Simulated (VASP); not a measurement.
# Zn (Im-3m) in VASP: further runs, part 2 of 2

VASP 6.6.1.

## (3) Relaxation of cell and atoms, revPBE

This run uses another cell than the first one, of 15.45 Å³/atom, 0.887 times its volume.

Input file INCAR:

```
PREC = Accurate
ENCUT = 600
EDIFF = 1E-7
ISMEAR = -1
SIGMA = 0.05
LREAL = False
LASPH = True
NELM = 60
ALGO = Fast
ISIF = 3
LWAVE = False
LCHARG = False
GGA = RE
IBRION = 2
NSW = 60
EDIFFG = -0.01
```

Input file KPOINTS:

```
Automatic mesh
0
Gamma
  12 12 12
```

Input file POSCAR:

```
Zn
1.0
   -1.5690370000      1.5690370000      1.5690370000
    1.5690370000     -1.5690370000      1.5690370000
    1.5690370000      1.5690370000     -1.5690370000
Zn
1
Direct
    0.0000000000      0.0000000000      0.0000000000
```

Potentials or basis: VASP PAW PBE potentials, release 64 (Zn).

Launch:

```console
$ cat potpaw_PBE.64/Zn/POTCAR > POTCAR
$ mpirun -np 1 vasp_std > vasp.out
```

Run time: 52 s. Hardware: 1 thread of AMD EPYC 7R13, shared host; peak memory 0.12 GiB.

The run converged. Its results:

```
Free energy                            : -0.7246 eV
Relaxed volume                         : 16.01 Å³/atom
Relaxed cell                           : a = 2.750 Å, b = 2.750 Å, c = 2.750 Å, α = 109.47°, β = 109.47°, γ = 109.47°
Space group after relaxing (to 0.05 Å) : Im-3m (No. 229)
Energy gained by relaxing              : 3.1 meV/atom
Ionic steps                            : 3
Pressure after relaxing                : -0.1 GPa
Band gap on the k mesh                 : zero (band 6 reaches 7.08 eV, above the bottom of band 7 at 1.91 eV)
```

Step by step:
```tsv
step	energy change (eV)	largest force (eV/Å)	pressure (GPa)	volume (Å³)
1	0.0000	0.0000	1.98	15.45
2	-0.0030	0.0000	0.36	15.88
3	-0.0031	0.0000	-0.08	16.01
```

Final structure:
```
Zn
1.0
    -1.58780    1.58780    1.58780
     1.58780   -1.58780    1.58780
     1.58780    1.58780   -1.58780
Zn
1
Cartesian
  0.0000 0.0000 0.0000
```

Levels at points of the mesh, in eV from the Fermi level:
```
           k point  band 4  band 5  band 6  band 7  band 8  band 9
(0.00, 0.00, 0.00)   -7.62   -7.15   -7.15   18.51   18.51   18.51
(0.50, 0.00, 0.00)   -7.12   -6.84   -2.47   -1.00   11.07   12.46
(0.50, 0.50, 0.50)   -6.92   -6.92    4.17    4.17    4.17    7.15
```

Caveat: the PAW data sets were made with another functional, which shifts forces and pressure a little.

## (4) Relaxation of cell and atoms, BLYP

This run uses another cell than the first one, of 15.45 Å³/atom, 0.887 times its volume.

Input file INCAR:

```
SYSTEM = Zn
PREC = Accurate ; ENCUT = 600
EDIFF = 1E-6 ; ISMEAR = -1
SIGMA = 0.05 ; LREAL = .False.
LASPH = .True. ; NELM = 80
ALGO = Normal ; ISIF = 3
LWAVE = .False. ; LCHARG = .False.
GGA = B5 ; ALDAX = 1.0
AGGAX = 1.0 ; AGGAC = 1.0
ALDAC = 0.0 ; IBRION = 2
NSW = 60 ; EDIFFG = -0.01
```

Input file KPOINTS:

```
regular mesh
0
Gamma
  12 12 12
  0 0 0
```

POSCAR is that of step 3.

Launch:

```console
$ cat potpaw_PBE.64/Zn/POTCAR > POTCAR
$ mpirun -np 1 vasp_std > vasp.out
```

Run time: 83 s. Hardware: 1 thread of AMD EPYC 7R13, shared host; peak memory 0.12 GiB.

The run converged. Its results:

```yaml
Free_energy: -0.2867 eV
Relaxed_volume: 17.47 Å³/atom
Relaxed_cell: a = 2.831 Å, b = 2.831 Å, c = 2.831 Å, α = 109.47°, β = 109.47°, γ = 109.47°
Space_group_after_relaxing_to_0.05_Å: Im-3m (No. 229)
Energy_gained_by_relaxing: 34.0 meV/atom
Ionic_steps: 4
Pressure_after_relaxing: 0.1 GPa
Band_gap_on_the_k_mesh: zero (band 6 reaches 6.65 eV, above the bottom of band 7 at 1.39 eV)
```

The path:
| step | energy change (eV) | largest force (eV/Å) | pressure (GPa) | volume (Å³) |
| --- | --- | --- | --- | --- |
| 1 | 0.0000 | 0.0000 | 6.14 | 15.45 |
| 2 | -0.0309 | 0.0000 | 1.51 | 16.81 |
| 3 | -0.0339 | 0.0000 | -0.21 | 17.57 |
| 4 | -0.0340 | 0.0000 | 0.06 | 17.47 |

Final structure:
```xyz
1
Lattice="-1.6346 1.6346 1.6346 1.6346 -1.6346 1.6346 1.6346 1.6346 -1.6346" Properties=species:S:1:pos:R:3 pbc="T T T"
Zn    0.0000    0.0000    0.0000
```

Levels at points of the mesh, in eV from the Fermi level:
| k point | band 4 | band 5 | band 6 | band 7 | band 8 | band 9 |
| --- | --- | --- | --- | --- | --- | --- |
| (0.00, 0.00, 0.00) | -7.52 | -7.12 | -7.12 | 16.75 | 16.75 | 16.75 |
| (0.50, 0.00, 0.00) | -7.10 | -6.85 | -1.93 | -1.22 | 10.19 | 11.98 |
| (0.50, 0.50, 0.50) | -6.92 | -6.92 | 4.04 | 4.04 | 4.04 | 5.80 |

Caveat: the PAW data sets were made with another functional, which shifts forces and pressure a little.

## (5) Relaxation of cell and atoms, PBE+D3(BJ)

This run uses another cell than the first one, of 15.45 Å³/atom, 0.887 times its volume.

Input file INCAR:

```
SYSTEM = Zn
ALGO     = Fast           ! electronic algorithm
EDIFF    = 1E-7           ! SCF threshold, eV
EDIFFG   = -0.01          ! ionic threshold
ENCUT    = 600            ! plane-wave cutoff, eV
GGA      = PE             ! functional
IBRION   = 2              ! ionic algorithm
ISIF     = 3              ! what is computed and relaxed
ISMEAR   = -1             ! smearing method
IVDW     = 12             ! dispersion correction
LASPH    = .TRUE.         ! aspherical terms in the spheres
LCHARG   = .FALSE.        ! write CHGCAR
LREAL    = .FALSE.        ! projectors in reciprocal space
LWAVE    = .FALSE.        ! write WAVECAR
NELM     = 100            ! most SCF steps
NSW      = 60             ! ionic steps
PREC     = Accurate       ! precision mode
SIGMA    = 0.05           ! smearing width, eV
```

Input file KPOINTS:

```
k-points
0
G
  12 12 12
  0 0 0
```

POSCAR is that of step 4.

Launch:

```console
$ cat potpaw_PBE.64/Zn/POTCAR > POTCAR
$ mpirun -np 1 vasp_std > vasp.out
```

Wall time 61 s (1 thread of AMD EPYC 7R13, shared host); peak memory 0.13 GiB.

It converged, with:

- Free energy: -1.4280 eV
- Relaxed volume: 14.43 Å³/atom
- Relaxed cell: a = 2.656 Å, b = 2.656 Å, c = 2.656 Å, α = 109.47°, β = 109.47°, γ = 109.47°
- Space group after relaxing (to 0.05 Å): Im-3m (No. 229)
- Energy gained by relaxing: 15.2 meV/atom
- Ionic steps: 3
- Pressure after relaxing: -0.1 GPa
- Band gap on the k mesh: zero (band 6 reaches 7.90 eV, above the bottom of band 7 at 2.73 eV)
- Dispersion energy per atom: -0.424 eV

The path:
```
step  energy change (eV)  largest force (eV/Å)  pressure (GPa)  volume (Å³)
   1              0.0000                0.0000           -4.33        15.45
   2             -0.0149                0.0000           -0.60        14.54
   3             -0.0152                0.0000           -0.07        14.43
```

Final structure:
```yaml
crystal:
  lattice:
    - [-1.53354, 1.53354, 1.53354]
    - [1.53354, -1.53354, 1.53354]
    - [1.53354, 1.53354, -1.53354]
  atoms:
    - { symbol: Zn, position: [0.00000, 0.00000, 0.00000] }
```

Levels at points of the mesh, in eV from the Fermi level:
| k point | band 2 | band 3 | band 4 | band 5 | band 6 | band 7 | band 8 | band 9 | band 10 |
| --- | --- | --- | --- | --- | --- | --- | --- | --- | --- |
| (0.00, 0.00, 0.00) | -7.99 | -7.99 | -7.99 | -7.43 | -7.43 | 20.10 | 20.10 | 20.10 | 21.29 |
| (0.50, 0.00, 0.00) | -8.33 | -7.46 | -7.39 | -7.05 | -2.96 | -0.89 | 11.83 | 13.11 | 15.82 |
| (0.50, 0.50, 0.50) | -8.63 | -7.14 | -7.14 | -7.14 | 4.28 | 4.28 | 4.28 | 8.25 | 8.78 |

Caveat: pairwise dispersion overbinds metals, which lowers pressure and volume.

## (6) Relaxation of cell and atoms, PBE+D4

This run uses another cell than the first one, of 15.45 Å³/atom, 0.887 times its volume.

Input file INCAR:

```
  PREC = Accurate
  ENCUT = 600
  EDIFF = 1E-6
  ISMEAR = -1
  SIGMA = 0.05
  LREAL = False
  LASPH = True
  NELM = 80
  ALGO = Normal
  ISIF = 3
  LWAVE = False
  LCHARG = False
  GGA = PE
  IVDW = 13
  IBRION = 2
  NSW = 60
  EDIFFG = -0.01
```

Input file KPOINTS:

```
Automatic mesh
0
Gamma
  12 12 12
```

POSCAR is that of step 5.

Potentials or basis: VASP PAW PBE potentials, release 64 (Zn).

Launch:

```console
$ cat potpaw_PBE.64/Zn/POTCAR > POTCAR
$ mpirun -np 1 vasp_std > vasp.out
```

Run time: 45 s. Hardware: 1 thread of AMD EPYC 7R13, shared host; peak memory 0.12 GiB.

Results (log left out):

| Quantity | Value |
| --- | --- |
| Free energy | -1.3410 eV |
| Relaxed volume | 14.67 Å³/atom |
| Relaxed cell | a = 2.671 Å, b = 2.671 Å, c = 2.671 Å, α = 109.47°, β = 109.47°, γ = 109.47° |
| Space group after relaxing (to 0.05 Å) | Im-3m (No. 229) |
| Energy gained by relaxing | 8.3 meV/atom |
| Ionic steps | 4 |
| Pressure after relaxing | 0.0 GPa |
| Band gap on the k mesh | zero (band 6 reaches 7.74 eV, above the bottom of band 7 at 2.56 eV) |
| Dispersion energy per atom | -0.330 eV |

The path:
```tsv
step	energy change (eV)	largest force (eV/Å)	pressure (GPa)	volume (Å³)
1	0.0000	0.0000	-3.17	15.45
2	-0.0082	0.0000	-0.60	14.78
3	-0.0083	0.0000	0.17	14.65
4	-0.0083	0.0000	-0.02	14.67
```

Final structure:
```
Zn
1.0
    -1.54230    1.54230    1.54230
     1.54230   -1.54230    1.54230
     1.54230    1.54230   -1.54230
Zn
1
Direct
  0.00000 0.00000 0.00000
```

Levels at points of the mesh, in eV from the Fermi level:
| k point | band 2 | band 3 | band 4 | band 5 | band 6 | band 7 | band 8 | band 9 | band 10 |
| --- | --- | --- | --- | --- | --- | --- | --- | --- | --- |
| (0.00, 0.00, 0.00) | -7.92 | -7.92 | -7.92 | -7.37 | -7.37 | 19.82 | 19.82 | 19.82 | 21.16 |
| (0.50, 0.00, 0.00) | -8.25 | -7.40 | -7.34 | -7.01 | -2.87 | -0.91 | 11.70 | 13.01 | 15.69 |
| (0.50, 0.50, 0.50) | -8.53 | -7.10 | -7.10 | -7.10 | 4.27 | 4.27 | 4.27 | 8.06 | 8.73 |

Caveat: pairwise dispersion overbinds metals, which lowers pressure and volume.

## (7) Summary

```csv
task,level,cell,cutoff (eV),gap on the mesh (eV),pressure (GPa),relaxed volume (Å³/atom)
single point,BLYP,"a = 2.828 Å, angles 109.5°, 1 atom",520,none,0.2,-
relaxation of cell and atoms,revPBE,"relaxed from a = 2.718 Å, angles 109.5°, 1 atom",600,none,-0.1,16.01
relaxation of cell and atoms,BLYP,"relaxed from a = 2.718 Å, angles 109.5°, 1 atom",600,none,0.1,17.47
relaxation of cell and atoms,PBE+D3(BJ),"relaxed from a = 2.718 Å, angles 109.5°, 1 atom",600,none,-0.1,14.43
relaxation of cell and atoms,PBE+D4,"relaxed from a = 2.718 Å, angles 109.5°, 1 atom",600,none,0.0,14.67
```

Alike in all rows: potentials or basis VASP PAW PBE potentials, release 64 (Zn); no spin polarisation; k mesh 12 × 12 × 12; smearing fermi-dirac 0.05 eV.

Caveats: the PAW data sets were made with another functional, which shifts forces and pressure a little (some runs); pairwise dispersion overbinds metals, which lowers pressure and volume (some runs).

Absolute energies hang on the potentials; compare differences alone.
